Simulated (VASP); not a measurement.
Set up this calculation in VASP 6.6.1, as the native input.

```
Task                   : single point
Functional             : PBE
Potentials or basis    : VASP PAW PBE potentials, release 64 (K_sv, Ta_pv, O)
Cutoff                 : 520 eV
k mesh                 : 8 × 8 × 8
Occupations            : gaussian, width 0.05 eV
Spin                   : no spin polarisation
Dipole correction      : no
Further INCAR settings : ALGO = Normal; EDIFF = 1e-06; NBANDS = 27
```

The structure of KTaO3 lies in POSCAR:

```
KTaO3
1.0
    4.0750940709      0.0000000000      0.0000000000
    0.0000000000      4.0750940709      0.0000000000
    0.0000000000      0.0000000000      3.6121633845
K Ta O
1 1 3
Direct
    0.5000000000      0.5000000000      0.5000000000
    0.0000000000      0.0000000000      0.0000000000
    0.5000000000      0.0000000000      0.0000000000
    0.0000000000      0.5000000000      0.0000000000
    0.0000000000      0.0000000000      0.5000000000
```

This cell differs from its parent crystal: volume 11.997 Å^3 an atom, c/a of the conventional cell 0.8864.

One way to write it, as run:

INCAR

```
PREC = Accurate ; ENCUT = 520
EDIFF = 1E-6 ; ISMEAR = 0
SIGMA = 0.05 ; LREAL = False
LASPH = True ; NELM = 100
ALGO = Normal ; ISIF = 2
LWAVE = False ; LCHARG = True
GGA = PE ; LELF = True
LVHAR = True ; NBANDS = 27
```

KPOINTS

```
Automatic mesh
0
Gamma
  8 8 8
```

Potentials or basis: VASP PAW PBE potentials, release 64 (K_sv, Ta_pv, O).

Command:

```sh
$ cat potpaw_PBE.64/K_sv/POTCAR potpaw_PBE.64/Ta_pv/POTCAR potpaw_PBE.64/O/POTCAR > POTCAR
$ mpirun -np 1 vasp_std > vasp.out
```

Results of the run:

| Property | Result |
| --- | --- |
| Pressure | 26.6 GPa |
| Band gap on the k mesh | 2.05 eV, indirect (least direct gap 2.47 eV) |

Caveat: spin-orbit coupling is left out, which moves the levels of the heavy elements.

Run time: 66 s on 1 thread of AMD EPYC 9R45 96-Core Processor (Zen 5) (shared host), peak memory 0.22 GiB.
